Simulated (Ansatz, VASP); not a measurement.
**F: VASP beside Ansatz**

The input INCAR:

```
SYSTEM = F
  ALGO = Normal
  EDIFF = 1E-7
  ENCUT = 520
  GGA = PE
  ISIF = 2
  ISMEAR = -1
  LASPH = .TRUE.
  LCHARG = .TRUE.
  LELF = .TRUE.
  LREAL = .FALSE.
  LVHAR = .TRUE.
  LWAVE = .FALSE.
  NBANDS = 14
  NELM = 80
  PREC = Accurate
  SIGMA = 0.05
```

Contents of KPOINTS:

```
k-points
0
G
  17 17 17
  0 0 0
```

POSCAR

```
F
1.0
   -1.6208127258      1.6208127258      0.9667626149
    1.6208127258     -1.6208127258      0.9667626149
    1.6208127258      1.6208127258     -0.9667626149
F
2
Direct
   -0.3750000000     -0.1250000000     -0.2500000000
    0.3750000000      0.1250000000      0.2500000000
```

Input for Ansatz:

```yaml
crystal:
  lattice:
    - [-1.6208127258, 1.6208127258, 0.9667626149]
    - [1.6208127258, -1.6208127258, 0.9667626149]
    - [1.6208127258, 1.6208127258, -0.9667626149]
  atoms:
    - { symbol: F, position: [-0.375, -0.125, -0.25] }
    - { symbol: F, position: [0.375, 0.125, 0.25] }
kpoints:
  mp_grid: { grid: [17, 17, 17] }
  band_path:
    path:
      - [0.0, 0.0, 0.0]
      - [0.0, 0.0, 0.5]
      - [-0.5, 0.5, 0.5]
      - [0.0, 0.0, 0.0]
      - [0.3389434617, 0.3389434617, -0.3389434617]
      - [-0.3389434617, 0.6610565383, 0.3389434617]
      - [-0.5, 0.5, 0.5]
      - [0.0, 0.0, 0.5]
      - [0.25, 0.25, 0.25]
    npoints: 8
scf:
  occupations: { method: fermi_dirac, width: 0.05 }
hamiltonian:
  xc: pbe
  pseudopotentials: { kind: all_electron, lapw: { basis_error: 0.001 } }
output:
  forces: true
  stress: true
  eigenvalues: true
  populations: true
  dos: { projected: true, de: 0.2, e_range: [-14, 8] }
```

Change from the starting cell: volume scaled by 0.45, LAPW.

Alike in both runs: task single point; functional PBE; k mesh 17 × 17 × 17; occupations fermi-dirac, width 0.05 eV; no spin polarisation.

|  | VASP | Ansatz |
| --- | --- | --- |
| version | VASP 6.6.1 | Ansatz 0.2.0 |
| potentials or method | VASP PAW PBE potentials, release 64 (F), cutoff 520 eV | all-electron LAPW, scalar-relativistic |

|  | VASP | Ansatz | Ansatz less VASP |
| --- | --- | --- | --- |
| pressure (GPa) | 269.0 | 269.8 | +0.84 |
| traceless stress, the component that is largest in VASP (GPa) | -0.31 | -0.13 | +0.183 |

Both programs put the cell under a high pressure, so it lies far from rest at this level. Ansatz ran all-electron here, and VASP with PAW potentials.

Noted on VASP's run: the cell as given lies far from equilibrium.
